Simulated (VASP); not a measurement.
Input of a VASP 6.6.1 run:

File POSCAR:

```
Ba
1.0
    4.3116140000      0.0000000000      0.0000000000
   -2.1558070000      3.7339672553      0.0000000000
    0.0000000000      0.0000000000      3.9134130000
Ba
1
Direct
    0.0000000000      0.0000000000      0.0000000000
```

File INCAR.step1:

```
SYSTEM = Ba
PREC     = Accurate       ! precision mode
ENCUT    = 520            ! plane-wave cutoff, eV
ISMEAR   = 0              ! smearing method
SIGMA    = 0.1            ! smearing width, eV
LREAL    = .False.        ! projectors in reciprocal space
LASPH    = .True.         ! aspherical terms in the spheres
NELM     = 60             ! most SCF steps
NBANDS   = 11             ! bands
GGA      = PE             ! functional
ALGO     = Normal         ! electronic algorithm
EDIFF    = 1E-4           ! SCF threshold, eV
LWAVE    = .True.         ! write WAVECAR
LCHARG   = .False.        ! write CHGCAR
```

Contents of INCAR.step2:

```
SYSTEM = Ba
PREC     = Accurate       ! precision mode
ENCUT    = 520            ! plane-wave cutoff, eV
EDIFF    = 1E-6           ! SCF threshold, eV
ISMEAR   = 0              ! smearing method
SIGMA    = 0.1            ! smearing width, eV
LREAL    = .False.        ! projectors in reciprocal space
LASPH    = .True.         ! aspherical terms in the spheres
NELM     = 60             ! most SCF steps
ALGO     = Normal         ! electronic algorithm
ISIF     = 2              ! what is computed and relaxed
LWAVE    = .False.        ! write WAVECAR
LCHARG   = .True.         ! write CHGCAR
METAGGA  = R2SCAN         ! meta-GGA
LMIXTAU  = .True.       
IVDW     = 12             ! dispersion correction
VDW_S6   = 1.0          
VDW_S8   = 0.78981345   
VDW_A1   = 0.49484001   
VDW_A2   = 5.73083694   
LELF     = .True.         ! ELF
LVHAR    = .True.       
NBANDS   = 11             ! bands
ISTART   = 1
```

The input KPOINTS:

```
Automatic mesh
0
Gamma
  6 6 6
  0 0 0
```

Potentials or basis: VASP PAW PBE potentials, release 64 (Ba_sv).

Run with:

```console
$ cat potpaw_PBE.64/Ba_sv/POTCAR > POTCAR
$ cp INCAR.step1 INCAR
$ mpirun -np 1 vasp_std > vasp.out
$ cp INCAR.step2 INCAR
$ mpirun -np 1 vasp_std > vasp.out
```

Question: Estimate the band gap on the k mesh.

Answer: Zero (band 5 reaches 2.13 eV, above the bottom of band 6 at 1.61 eV).

Question: Predict the dispersion energy per atom.

Answer: -0.095 eV.

Question: What does it give for the pressure?

Answer: -0.3 GPa.

Stress tensor (GPa, compression positive):
```
-0.45  0.00  0.00
 0.00 -0.45  0.00
 0.00  0.00  0.11
```

Caveat: the PAW data sets were made with another functional, which shifts forces and pressure a little; spin-orbit coupling is left out, which moves the levels of the heavy elements; pairwise dispersion overbinds metals, which lowers pressure and volume.
